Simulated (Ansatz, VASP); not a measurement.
## PbS: VASP beside Ansatz

File INCAR:

```
SYSTEM = PbS
PREC     = Accurate       ! precision mode
ENCUT    = 520            ! plane-wave cutoff, eV
EDIFF    = 1E-6           ! SCF threshold, eV
ISMEAR   = -1             ! smearing method
SIGMA    = 0.05           ! smearing width, eV
LREAL    = .False.        ! projectors in reciprocal space
LASPH    = .True.         ! aspherical terms in the spheres
NELM     = 150            ! most SCF steps
ALGO     = Normal         ! electronic algorithm
ISIF     = 2              ! what is computed and relaxed
LWAVE    = .False.        ! write WAVECAR
LCHARG   = .False.        ! write CHGCAR
MAGMOM   = 0 0 0 0 0 0    ! initial moments
LORBIT   = 11             ! projections on sites
LSORBIT  = .True.         ! spin-orbit coupling
GGA_COMPAT= .False.      
LORBMOM  = .True.       
GGA      = PE             ! functional
NBANDS   = 32             ! bands
```

The input KPOINTS:

```
Automatic mesh
0
Gamma
  5 5 5
  0 0 0
```

File POSCAR:

```
PbS
1.0
    3.6536590000      0.0000000000      0.0000000000
    0.0000000000      3.6536590000      0.0000000000
    0.0000000000      0.0000000000      3.6536590000
Pb S
1 1
Direct
    0.0000000000      0.0000000000      0.0000000000
    0.5000000000      0.5000000000      0.5000000000
```

The input input.yaml:

```yaml
crystal:
  lattice:
    - [3.653659, 0.0, 0.0]
    - [0.0, 3.653659, 0.0]
    - [0.0, 0.0, 3.653659]
  atoms:
    - { symbol: Pb, position: [0.0, 0.0, 0.0] }
    - { symbol: S, position: [0.5, 0.5, 0.5] }
hamiltonian:
  xc: pbe
  pseudopotentials: { kind: paw_fr }
magnetization:
  noncollinear: true
  spin_orbit: true
kpoints:
  mp_grid: { grid: [5, 5, 5] }
  band_path:
    path:
      - [[0.0, 0.0, 0.0], [0.0, 0.5, 0.0], [0.5, 0.5, 0.0], [0.0, 0.0, 0.0], [0.5, 0.5, 0.5], [0.0, 0.5, 0.0]]
      - [[0.5, 0.5, 0.0], [0.5, 0.5, 0.5]]
    npoints: 14
scf:
  occupations: { method: fermi_dirac, width: 0.05 }
  n_extra_bands: 6
output:
  forces: true
  stress: true
  eigenvalues: true
  fatbands: false
```

Alike in both runs: functional PBE; k mesh 5 × 5 × 5; occupations fermi-dirac, width 0.05 eV; non-collinear spin, spin-orbit coupling.

|  | VASP | Ansatz |
| --- | --- | --- |
| version | VASP 6.6.1 | Ansatz 0.2.0 |
| potentials or method | VASP PAW PBE potentials, release 64 (Pb_d, S) | Ansatz PAW |
| plane-wave cutoff (eV) | 520 | 420 |
| valence electrons in the cell | 20 | 20 |
| task | single point | band structure |

Ansatz gave:

```
pressure (GPa) : -0.8
```

Estimate VASP's values.

pressure (GPa): -0.6.
